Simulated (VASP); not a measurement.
# SnSe2 (P-3m1) in VASP: relaxation of cell and atoms with PBEsol

Aim: the relaxation of cell and atoms of SnSe2 with PBEsol.

Everything below comes from runs of VASP 6.6.1. Logs are shortened: lines on timing, memory, paths and dates and some standing lists are left out, and cuts for length are marked.

## (1) The cell of the first run

It takes space group P-3m1 (No. 164, trigonal). The conventional cell has a = 3.767 Å, b = 3.767 Å, c = 5.543 Å, α = 90.00°, β = 90.00°, γ = 120.00°. Sn (site symmetry -3m) has 6 Se at 2.69 Å within 3.5 Å. Se (site symmetry 3m) has 3 Sn at 2.69 Å and 3 Se at 3.22 Å within 3.5 Å.

## (2) Relaxation of cell and atoms, PBEsol, target pressure 10 GPa, at which the enthalpy is minimised

The input, INCAR:

```
PREC     = Accurate       # precision mode
ENCUT    = 500            # plane-wave cutoff, eV
EDIFF    = 1E-7           # SCF threshold, eV
ISMEAR   = 0              # smearing method
SIGMA    = 0.03           # smearing width, eV
LREAL    = F              # projectors in reciprocal space
LASPH    = T              # aspherical terms in the spheres
NELM     = 120            # most SCF steps
ALGO     = Normal         # electronic algorithm
ISIF     = 3              # what is computed and relaxed
LWAVE    = F              # write WAVECAR
LCHARG   = F              # write CHGCAR
GGA      = PS             # functional
IBRION   = 2              # ionic algorithm
NSW      = 80             # ionic steps
EDIFFG   = -0.003         # ionic threshold
PSTRESS  = 100.0        
GGA_COMPAT= F            
NELMIN   = 4
```

The input, KPOINTS:

```
regular mesh
0
Gamma
  15 15 9
```

The input, POSCAR:

```
SnSe2
1.0
    3.7673961175      0.0000000000      0.0000000000
   -1.8836980588      3.2626607438      0.0000000000
    0.0000000000      0.0000000000      5.5433981923
Sn Se
1 2
Direct
    0.0000000000      0.0000000000      0.0000000000
    0.3333333333      0.6666666667      0.2858593563
    0.6666666667      0.3333333333      0.7141406437
```

Potentials or basis: VASP PAW PBE potentials, release 64 (Sn_d, Se).

Launch:

```
> cat potpaw_PBE.64/Sn_d/POTCAR potpaw_PBE.64/Se/POTCAR > POTCAR
> mpirun -np 1 vasp_std > vasp.out
```

OUTCAR:

```text
PREC = Accurate
   ENCUT = 500
   EDIFF = 1E-7
   ISMEAR = 0
   LREAL = F
   LASPH = T
   NELM = 120
   ISIF = 3
   GGA = PS
   IBRION = 2
   NSW = 80
   EDIFFG = -0.003
   PSTRESS = 100.0
   NELMIN = 4

 ion  position               nearest neighbor table
   1  0.000  0.000  0.000-   2 2.69   3 2.69   2 2.69   3 2.69   3 2.69   2 2.69
   2  0.333  0.667  0.286-   1 2.69   1 2.69   1 2.69
   3  0.667  0.333  0.714-   1 2.69   1 2.69   1 2.69

  LATTYP: Found a hexagonal cell.
 ALAT       =     3.7673961175
 C/A-ratio  =     1.4714136819

  Lattice vectors:

 A1 = (   3.7673961175,   0.0000000000,   0.0000000000)
 A2 = (  -1.8836980588,   3.2626607438,   0.0000000000)
 A3 = (   0.0000000000,   0.0000000000,   5.5433981923)

Analysis of symmetry for initial positions (statically):
=====================================================================
 Subroutine PRICEL returns:
 Original cell was already a primitive cell.

 Routine SETGRP: Setting up the symmetry group for a
 hexagonal supercell.

 Subroutine GETGRP returns: Found 12 space group operations
 (whereof 12 operations were pure point group operations)
 out of a pool of 24 trial point group operations.

The static configuration has the point symmetry D_3d.

Analysis of symmetry for dynamics (positions and initial velocities):
=====================================================================
 Subroutine PRICEL returns:
 Original cell was already a primitive cell.

 Routine SETGRP: Setting up the symmetry group for a
 hexagonal supercell.

 Subroutine GETGRP returns: Found 12 space group operations
 (whereof 12 operations were pure point group operations)
 out of a pool of 24 trial point group operations.

The dynamic configuration has the point symmetry D_3d.

 Subroutine INISYM returns: Found 12 space group operations
 (whereof 12 operations are pure point group operations),
 and found     1 'primitive' translations

----------------------------------------------------------------------------------------

                                     Primitive cell

  volume of cell :      68.1380

  direct lattice vectors                    reciprocal lattice vectors
     3.767396118  0.000000000  0.000000000     0.265435322  0.153249154  0.000000000
    -1.883698059  3.262660744  0.000000000     0.000000000  0.306498309  0.000000000
     0.000000000  0.000000000  5.543398192     0.000000000  0.000000000  0.180394762

  length of vectors
     3.767396118  3.767396117  5.543398192     0.306498309  0.306498309  0.180394762

  position of ions in fractional coordinates (direct lattice)
     0.000000000  0.000000000  0.000000000
     0.333333333  0.666666667  0.285859356
     0.666666667  0.333333333  0.714140644

  ion indices of the primitive-cell ions
   primitive index   ion index
                 1           1
                 2           2
                 3           3

----------------------------------------------------------------------------------------

 KPOINTS: regular mesh

Automatic generation of k-mesh.
 Grid dimensions read from file:
 generate k-points for:   15   15    9

 Generating k-lattice:

  Cartesian coordinates                     Fractional coordinates (reciprocal lattice)
     0.017695688  0.010216610  0.000000000     0.066666667 -0.000000000  0.000000000
     0.000000000  0.020433221  0.000000000     0.000000000  0.066666667  0.000000000
     0.000000000  0.000000000  0.020043862     0.000000000  0.000000000  0.111111111

  Length of vectors
     0.020433221  0.020433221  0.020043862

  Shift w.r.t. Gamma in fractional coordinates (k-lattice)
     0.000000000  0.000000000  0.000000000

 Subroutine IBZKPT returns following result:
 ===========================================

 Found    211 irreducible k-points:

 Following reciprocal coordinates:
            Coordinates               Weight
  0.000000  0.000000  0.000000      1.000000
  0.066667  0.000000  0.000000      6.000000
  0.133333 -0.000000  0.000000      6.000000
  0.200000  0.000000  0.000000      6.000000
  0.266667 -0.000000  0.000000      6.000000
  0.333333  0.000000  0.000000      6.000000
[... 16 lines left out ...]
  0.333333  0.200000  0.000000     12.000000
  0.400000  0.200000  0.000000      6.000000
 [... further k-points ...]
   k-points           NKPTS =    211   k-points in BZ     NKDIM =    211   number of bands    NBANDS=     17
   number of dos      NEDOS =    301   number of ions     NIONS =      3
   total plane-waves  NPLWV =  31360
   dimension x,y,z NGX =    28 NGY =   28 NGZ =   40
   dimension x,y,z NGXF=    56 NGYF=   56 NGZF=   80
   ions per type =               1   2
   NGX,Y,Z   is equivalent  to a cutoff of  12.36, 12.36, 12.00 a.u.
   NGXF,Y,Z  is equivalent  to a cutoff of  24.71, 24.71, 23.99 a.u.
 SYSTEM =  unknown system
   PREC   = accura    normal or accurate (medium, high low for compatibility)
   ISTART =      0    job   : 0-new  1-cont  2-samecut
   ICHARG =      2    charge: 1-file 2-atom 10-const
   ISPIN  =      1    spin polarized calculation?
   LNONCOLLINEAR =      F non collinear calculations
   LSORBIT =      F    spin-orbit coupling
   LASPH  =      T    aspherical Exc in radial PAW
   ENCUT  =  500.0 eV  36.75 Ry    6.06 a.u.   6.87  6.87 10.11*2*pi/ulx,y,z
   NELM   =    120;   NELMIN=  4; NELMDL= -5     # of ELM steps
   EDIFF  = 0.1E-06   stopping-criterion for ELM
   LREAL  =      F    real-space projection
   EDIFFG = -.3E-02   stopping-criterion for IOM
   NSW    =     80    number of steps for IOM
   IBRION =      2    ionic relax: 0-MD 1-quasi-New 2-CG
   NFREE  =      1    steps in history (QN), initial steepest desc. (CG)
   ISIF   =      3    stress and relaxation
   ISYM   =      2    0-nonsym 1-usesym 2-fastsym
   POTIM  = 0.5000    time-step for ionic-motion
   TEBEG  =    0.0;   TEEND  =   0.0 temperature during run
   PSTRESS=  100.0 pullay stress
   NELECT =      26.0000    total number of electrons
   NUPDOWN=      -1.0000    fix difference up-down
   EMIN   =  10.00;   EMAX   =-10.00  energy-range for DOS
   EFERMI =   0.00;   METHOD = LEGACY
   ISMEAR =     0;   SIGMA  =   0.03  broadening in eV -4-tet -1-fermi 0-gaus
   EFERMI_NEDOS =   21; number of points for ismear=-14 and -15
   IALGO  =     38    algorithm
   IMIX   =      4    mixing-type and parameters
     AMIX     =   0.40;   BMIX     =  1.00
     AMIX_MAG =   1.60;   BMIX_MAG =  1.00
  volume/ion in A,a.u.               =      22.71       153.27
  Fermi-wavevector in a.u.,A,eV,Ry     =   1.187416  2.243891 19.183623  1.409956
  Thomas-Fermi vector in A             =   2.323568
   LORBIT       =      0    0 simple, 1 ext, 2 COOP (PROOUT), +10 PAW based schemes
   GGA     = PS    functional components
   LHFCALC =     F    Hartree Fock is set to
   AEXX    =    0.0000 exact exchange contribution
   IVDW    =     0    specifies the selected vdW correction
   LEPSILON=     F    determine dielectric tensor
   LRPA    =     F    only Hartree local field effects (RPA)
 conjugate gradient relaxation of ions
 non-spin polarized calculation
 Gauss-broadening in eV      SIGMA  =   0.03
  energy-cutoff  :      500.00
  volume of cell :       68.14
 maximum number of plane-waves:      1747
   NGX = 13   NGY = 13   NGZ = 21

--------------------------------------- Ionic step        1  -------------------------------------------

 number of electron      25.9999989 magnetization

 Free energy of the ion-electron system (eV)
  ---------------------------------------------------
  ext. energy  EPLUGINS =         0.00000000
  ---------------------------------------------------
  free energy    TOTEN  =       -12.85848192 eV

  energy without entropy =      -12.85812308  energy(sigma->0) =      -12.85830250

------------------------ aborting loop because EDIFF is reached ----------------------------------------

  FORCE on cell =-STRESS in cart. coord.  units (eV):
  Direction    XX          YY          ZZ          XY          YZ          ZX
  --------------------------------------------------------------------------------------
  -------------------------------------------------------------------------------------
  Total        2.2337752      2.2337752      2.2414025     -0.0000000      0.0000000      0.0000000
  in kB       52.5243602     52.5243602     52.7037071     -0.0000000      0.0000000      0.0000000
  external PRESSURE =     -47.4158575 kB  Pullay stress =     100.0000000 kB
[... 96 lines left out ...]
  FREE ENERGIE OF THE ION-ELECTRON SYSTEM (eV)
  ---------------------------------------------------
  free  energy   TOTEN  =       -12.7204165678 eV

  energy  without entropy=      -12.7201904963  energy(sigma->0) =      -12.72030353

  enthalpy is  TOTEN    =        -8.6515519315 eV   P V=        4.0688646363

[... ionic steps 4 to 9 ...]

--------------------------------------- Ionic step       10  -------------------------------------------

 number of electron      25.9999995 magnetization

------------------------ aborting loop because EDIFF is reached ----------------------------------------

  FORCE on cell =-STRESS in cart. coord.  units (eV):
  Direction    XX          YY          ZZ          XY          YZ          ZX
  --------------------------------------------------------------------------------------
  -------------------------------------------------------------------------------------
  Total        3.6685670      3.6685670      3.6225718     -0.0000000      0.0000000     -0.0000000
  in kB       91.0352726     91.0352726     89.8939044     -0.0000000      0.0000000     -0.0000000
  external PRESSURE =      -9.3451835 kB  Pullay stress =     100.0000000 kB
[... 63 lines left out ...]
  enthalpy is  TOTEN    =        -8.6711925843 eV   P V=        3.9992442825

--------------------------------------- Ionic step       12  -------------------------------------------

 number of electron      26.0000000 magnetization

 Free energy of the ion-electron system (eV)
  ---------------------------------------------------
  ext. energy  EPLUGINS =         0.00000000
  ---------------------------------------------------
  free energy    TOTEN  =       -12.67125830 eV

  energy without entropy =      -12.67095870  energy(sigma->0) =      -12.67110850

 E-fermi :   6.8476     XC(G=0): -10.6838

 val. band max:        6.8444711524   @ k =   0.2000   0.0667   0.2222
 cond. band min:       6.8635926313   @ k =   0.0000   0.2667   0.3333
 fundamental gap:      0.0191214788
 Fermi energy:         6.8475857345

 k-point     1 :       0.0000    0.0000    0.0000
  band No.  band energies     occupation
      1     -14.8723      2.00000
      2     -14.8723      2.00000
      3     -14.8282      2.00000
      4     -14.8078      2.00000
      5     -14.8078      2.00000
      6      -8.5882      2.00000
[... 9 lines left out ...]
     16      11.3102      0.00000
     17      11.3102      0.00000
[... 443 lines left out ...]
      1     -14.9232      2.00000
      2     -14.8683      2.00000
      3     -14.8252      2.00000
      4     -14.7904      2.00000
      5     -14.7832      2.00000
      6      -6.3949      2.00000
[... 9 lines left out ...]
     16      12.1766      0.00000
     17      12.8362      0.00000

 [... further k-points ...]

------------------------ aborting loop because EDIFF is reached ----------------------------------------

  FORCE on cell =-STRESS in cart. coord.  units (eV):
  Direction    XX          YY          ZZ          XY          YZ          ZX
  --------------------------------------------------------------------------------------
  -------------------------------------------------------------------------------------
  Total        4.0003394      4.0003394      3.9945006     -0.0000000      0.0000000      0.0000000
  in kB      100.0074913    100.0074913     99.8615238     -0.0000000      0.0000000      0.0000000
  external PRESSURE =      -0.0411645 kB  Pullay stress =     100.0000000 kB
[... 18 lines left out ...]
  FREE ENERGIE OF THE ION-ELECTRON SYSTEM (eV)
  ---------------------------------------------------
  free  energy   TOTEN  =       -12.6712582973 eV

  energy  without entropy=      -12.6709587004  energy(sigma->0) =      -12.67110850

  enthalpy is  TOTEN    =        -8.6712185721 eV   P V=        4.0000397253

 reached required accuracy - stopping structural energy minimisation
```

Run time: 12 min. Hardware: 1 thread of Oxide Virtual Turin-like, shared host; peak memory 0.34 GiB.

Results:

```yaml
Free_energy: -12.6713 eV
Relaxed_volume: 21.36 Å³/atom
Relaxed_cell: a = 3.720 Å, b = 3.720 Å, c = 5.348 Å, α = 90.00°, β = 90.00°, γ = 120.00°
Space_group_after_relaxing_to_0.1_Å: P-3m1 (No. 164)
Energy_change_on_relaxing_the_run_minimises_the_enthalpy: +62.4 meV/atom
Ionic_steps: 12
Pressure_after_relaxing: 10.0 GPa
Band_gap_on_the_k_mesh: zero (bands 13 and 14 overlap by 0.85 eV)
```

Step by step:
```
step  energy change (eV)  largest force (eV/Å)  pressure (GPa)  volume (Å³)
   1              0.0000                0.0259            5.26        68.14
   2              0.4269                0.8210           17.13        61.72
   3              0.1381                0.3508            9.96        65.19
   4              0.1496                0.2205            9.95        64.87
   5              0.1831                0.0003            9.97        64.24
   6              0.1786                0.0304            9.97        64.31
   7              0.1845                0.0176           10.09        64.17
   8              0.1963                0.0102           10.29        63.95
   9              0.2001                0.0094           10.36        63.89
  10              0.1590                0.0621            9.07        64.57
  11              0.1880                0.0116            9.99        64.07
  12              0.1872                0.0018           10.00        64.09
```

Final structure:
```
Sn Se
1.0
     3.71984    0.00000    0.00000
    -1.85992    3.22148    0.00000
     0.00000    0.00000    5.34804
Sn Se
1 2
Direct
  0.00000 0.00000 0.00000
  0.33333 0.66667 0.29707
  0.66667 0.33333 0.70293
```

Levels at points of the mesh, in eV from the Fermi level:
```
           k point  band 9  band 10  band 11  band 12  band 13  band 14  band 15  band 16  band 17
(0.00, 0.00, 0.00)   -1.45    -1.45    -1.13    -1.13    -0.15     0.63     2.78     4.46     4.46
```

Caveat: the cell is relaxed towards a set pressure, so the run minimises the enthalpy, not the energy; the PAW data sets were made with another functional, which shifts forces and pressure a little; spin-orbit coupling is left out, which moves the levels of the heavy elements.
